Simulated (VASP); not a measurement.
Set up this calculation in VASP 6.6.1, as the native input.

```
Task                   : single point
Functional             : PBEsol
Potentials or basis    : VASP PAW PBE potentials, release 64 (Ge_d)
Cutoff                 : 520 eV
k mesh                 : 20 × 20 × 20
Occupations            : gaussian, width 0.15 eV
Spin                   : no spin polarisation
Dipole correction      : no
Further INCAR settings : ALGO = Normal; EDIFF = 1e-07; NBANDS = 21
```

The structure of Ge lies in POSCAR:

```
Ge
1.0
   -2.5101274760      2.5101274760      1.3624773271
    2.5101274760     -2.5101274760      1.3624773271
    2.5101274760      2.5101274760     -1.3624773271
Ge
2
Direct
    0.2500000000      0.7500000000      0.5000000000
    0.5000000000      0.5000000000      0.0000000000
```

This cell differs from its parent crystal: strain -0.025 along x and y, -0.025 along z.

One way to write it, as run:

INCAR

```
PREC     = Accurate       # precision mode
ENCUT    = 520            # plane-wave cutoff, eV
EDIFF    = 1E-7           # SCF threshold, eV
ISMEAR   = 0              # smearing method
SIGMA    = 0.15           # smearing width, eV
LREAL    = F              # projectors in reciprocal space
LASPH    = T              # aspherical terms in the spheres
NELM     = 100            # most SCF steps
ALGO     = Normal         # electronic algorithm
ISIF     = 2              # what is computed and relaxed
LWAVE    = F              # write WAVECAR
LCHARG   = F              # write CHGCAR
GGA      = PS             # functional
NBANDS   = 21             # bands
```

KPOINTS

```
regular mesh
0
Gamma
  20 20 20
```

Potentials or basis: VASP PAW PBE potentials, release 64 (Ge_d).

Launch:

```console
$ cat potpaw_PBE.64/Ge_d/POTCAR > POTCAR
$ mpirun -np 1 vasp_std > vasp.out
```

Results of the run:

The pressure is 6.2 GPa and the band gap on the k mesh is zero (band 14 reaches 9.49 eV, above the bottom of band 15 at 3.77 eV).

Caveat: the cell differs from its parent crystal (strain -0.025 along x and y, -0.025 along z); the PAW data sets were made with another functional, which shifts forces and pressure a little.

It took 2.5 min on 1 thread of Intel(R) Xeon(R) 6975P-C (Granite Rapids), on a shared host, peak memory 0.45 GiB.
